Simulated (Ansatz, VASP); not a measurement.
**KCl: VASP beside Ansatz**

INCAR

```
SYSTEM = KCl
PREC     = Accurate       ! precision mode
ENCUT    = 400            ! plane-wave cutoff, eV
EDIFF    = 1E-8           ! SCF threshold, eV
ISMEAR   = -1             ! smearing method
SIGMA    = 0.01           ! smearing width, eV
LREAL    = .False.        ! projectors in reciprocal space
LASPH    = .True.         ! aspherical terms in the spheres
NELM     = 120            ! most SCF steps
ALGO     = Normal         ! electronic algorithm
ISIF     = 2              ! what is computed and relaxed
LWAVE    = .False.        ! write WAVECAR
LCHARG   = .False.        ! write CHGCAR
GGA      = PS             ! functional
LEFG     = .True.       
NBANDS   = 15             ! bands
GGA_COMPAT= .False.
```

KPOINTS

```
regular mesh
0
Gamma
  7 7 7
  0 0 0
```

File POSCAR:

```
KCl
1.0
    3.5613200000      0.0000000000      0.0000000000
    0.0000000000      3.5613200000      0.0000000000
    0.0000000000      0.0000000000      3.6340000000
K Cl
1 1
Direct
    0.0000000000      0.0000000000      0.0000000000
    0.5000000000      0.5000000000      0.5000000000
```

Input for Ansatz:

```yaml
crystal:
  lattice:
    - [3.56132, 0.0, 0.0]
    - [0.0, 3.56132, 0.0]
    - [0.0, 0.0, 3.634]
  atoms:
    - { symbol: K, position: [0.0, 0.0, 0.0] }
    - { symbol: Cl, position: [0.5, 0.5, 0.5] }
kpoints:
  mp_grid: { grid: [7, 7, 7] }
scf:
  occupations: { method: fermi_dirac, width: 0.01 }
hamiltonian:
  xc: pbesol
  pseudopotentials: { kind: all_electron, datasets: crystal }
output:
  forces: true
  stress: true
  eigenvalues: true
  efg: { contact_densities: true }
```

Change from the starting cell: equal xx and yy strain of -2 %, crystal datasets.

Alike in both runs: task electric field gradients; functional PBEsol; k mesh 7 × 7 × 7; occupations fermi-dirac, width 0.01 eV; no spin polarisation.

```csv
,VASP,Ansatz
version,VASP 6.6.1,Ansatz 0.2.0
potentials or method,"VASP PAW PBE potentials, release 64 (K_sv, Cl), cutoff 400 eV","all-electron PAW with datasets made for the crystal, scalar-relativistic"
```

```csv
,VASP,Ansatz,Ansatz less VASP
gap on the k mesh at the Fermi level (eV),5.56,5.57,+0.006
pressure (GPa),3.9,3.7,-0.14
"traceless stress, the component that is largest in VASP (GPa)",-0.71,-0.71,-0.002
size of Vzz on the site where it differs most (V/Å²),5.3,5.4,+0.13
```

VASP's potentials were made for PBE, not for PBEsol. Ansatz ran all-electron here, and VASP with PAW potentials.
